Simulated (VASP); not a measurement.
The system is AlP (l.bB).

```
Al P
1.0
     0.00000    2.73500    2.73500
     2.73500    0.00000    2.73500
     2.73500    2.73500    0.00000
Al P
1 1
Cartesian
  0.0000 0.0000 0.0000
  1.3675 1.3675 1.3675
```

* Program: VASP 6.6.1
* Task: relaxation of cell and atoms
* Functional: LDA
* Potentials or basis: VASP PAW LDA potentials, release 64 (Al, P)
* Cutoff: 500 eV
* k mesh: 8 × 8 × 8
* Occupations: gaussian, width 0.02 eV
* Spin: no spin polarisation

At the start: pressure -1.7 GPa; volume 20.46 Å³/atom.

Task: How do energy, volume and symmetry change on relaxing?

Result: Over 3 steps the energy falls by 2.1 meV/atom and the volume is 20.07 Å³/atom (-1.9 %); space group F-43m (No. 216, to 0.05 Å).

The path:
| step | energy change (eV) | largest force (eV/Å) | pressure (GPa) | volume (Å³) |
| --- | --- | --- | --- | --- |
| 1 | 0.0000 | 0.0000 | -1.67 | 40.92 |
| 2 | -0.0026 | 0.0000 | 1.09 | 39.66 |
| 3 | -0.0041 | 0.0000 | 0.00 | 40.14 |

Final structure:
```
Al P
1.0
     0.00000    2.71750    2.71750
     2.71750    0.00000    2.71750
     2.71750    2.71750    0.00000
Al P
1 1
Direct
  0.00000 0.00000 0.00000
  0.25000 0.25000 0.25000
```
